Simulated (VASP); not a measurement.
A run of VASP 6.6.1 is set up as follows.

Contents of INCAR:

```
SYSTEM = W
PREC = Accurate
ENCUT = 520
EDIFF = 1E-6
ISMEAR = -1
SIGMA = 0.1
LREAL = .False.
LASPH = .True.
NELM = 60
ALGO = Normal
ISIF = 2
LWAVE = .False.
LCHARG = .True.
GGA = PS
LELF = .True.
LVHAR = .True.
NBANDS = 28
```

KPOINTS

```
regular mesh
0
Gamma
  9 9 14
  0 0 0
```

The input POSCAR:

```
W
1.0
    4.4479650062      0.0000000000      0.0000000000
   -2.2239825031      3.8520506905      0.0000000000
    0.0000000000      0.0000000000      2.4755688351
W
3
Direct
    1.0000000000      1.0000000000      0.0000000000
    0.3333333333      0.6666666667      0.5000000000
    0.6666666667      0.3333333333      0.5000000000
```

Potentials or basis: VASP PAW PBE potentials, release 64 (W_sv).

Launch:

```bash
$ cat potpaw_PBE.64/W_sv/POTCAR > POTCAR
$ mpirun -np 1 vasp_std > vasp.out
```

**Question.** What does it give for the pressure?

**Answer.** 50.9 GPa.

**Question.** What does it give for the band gap on the k mesh?

**Answer.** Zero (band 21 reaches 13.54 eV, above the bottom of band 22 at 12.26 eV).

Stress tensor (GPa, compression positive):
```
49.25  0.00  0.00
 0.00 49.25  0.00
 0.00  0.00 54.36
```

Caveat: the PAW data sets were made with another functional, which shifts forces and pressure a little; spin-orbit coupling is left out, which moves the levels of the heavy elements.
